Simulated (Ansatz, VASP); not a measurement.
## BaAg2F6: VASP beside Ansatz

```
Ba Ag F
1.0
     0.00000    4.35123    4.35123
     4.35123    0.00000    4.35123
     4.35123    4.35123    0.00000
Ba Ag F
1 2 6
Direct
  0.50000 0.50000 0.50000
  0.75000 0.75000 0.75000
  0.25000 0.25000 0.25000
  0.00000 0.00000 0.50000
  0.50000 0.50000 0.00000
  0.00000 0.50000 0.00000
  0.50000 0.00000 0.00000
  0.50000 0.00000 0.50000
  0.00000 0.50000 0.50000
```

Alike in both runs: task single point; functional PBE; k mesh 4 × 4 × 4; occupations gaussian, width 0.2 eV; no spin polarisation.

|  | VASP | Ansatz |
| --- | --- | --- |
| version | VASP 6.6.1 | Ansatz 0.2.0 |
| potentials or method | VASP PAW PBE potentials, release 64 (Ba_sv, Ag, F), cutoff 520 eV | scalar-relativistic, plane waves, PAW |
| valence electrons in the cell | 74 | 90 |

VASP gave:

| Property | Result |
| --- | --- |
| gap on the k mesh at the Fermi level (eV) | none |
| pressure (GPa) | -0.1 |

Question: Estimate Ansatz's values.

Answer: gap on the k mesh at the Fermi level (eV): none; pressure (GPa): 0.0.

A gap of «none» marks a metal or a gap that the smearing closes. The functional is the same, so the differences come from potentials, cutoffs and numerics. VASP's potentials hold 74 valence electrons a cell and Ansatz's 90, so a difference there can come from the potentials and not from the codes.

Neither program's run includes spin-orbit coupling.
